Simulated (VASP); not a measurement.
The system is BP.

```
B P
1.0
     2.63195    0.00000    0.00000
     0.00000    2.63195    0.00000
     0.00000    0.00000    2.89432
B P
1 1
Direct
  0.00000 0.00000 0.00000
  0.50000 0.50000 0.50000
```

```yaml
Program: VASP 6.6.1
Task: relaxation of cell and atoms
Functional: PBE
Potentials_or_basis: VASP PAW PBE potentials, release 64 (B, P)
Cutoff: 600 eV
k_mesh: 20 × 20 × 20
Occupations: gaussian, width 0.1 eV
Spin: no spin polarisation
```

At the start: pressure -0.6 GPa; volume 10.02 Å³/atom.

Task: Where does the relaxation end?

Result: Over 7 steps the energy falls by 10.7 meV/atom and the volume is 9.99 Å³/atom (-0.3 %); space group P4/mmm (No. 123, to 0.05 Å).

The path:
```csv
step,energy change (eV),largest force (eV/Å),pressure (GPa),volume (Å³)
1,0.0000,0.0000,-0.59,20.05
2,-0.0116,0.0000,0.22,19.94
3,-0.0160,0.0000,0.75,19.87
4,-0.0199,0.0000,1.86,19.71
5,-0.0200,0.0000,1.69,19.73
6,-0.0212,0.0000,-0.74,20.10
7,-0.0214,0.0000,-0.01,19.99
```

Final structure:
```cif
data_structure
_symmetry_space_group_name_H-M 'P 1'
_symmetry_Int_Tables_number 1
_cell_length_a 2.6897
_cell_length_b 2.6897
_cell_length_c 2.7625
_cell_angle_alpha 90.000
_cell_angle_beta 90.000
_cell_angle_gamma 90.000
_cell_volume 19.99
loop_
_atom_site_label
_atom_site_type_symbol
_atom_site_fract_x
_atom_site_fract_y
_atom_site_fract_z
_atom_site_occupancy
B1 B 0.00000 0.00000 0.00000 1
P1 P 0.50000 0.50000 0.50000 1
```
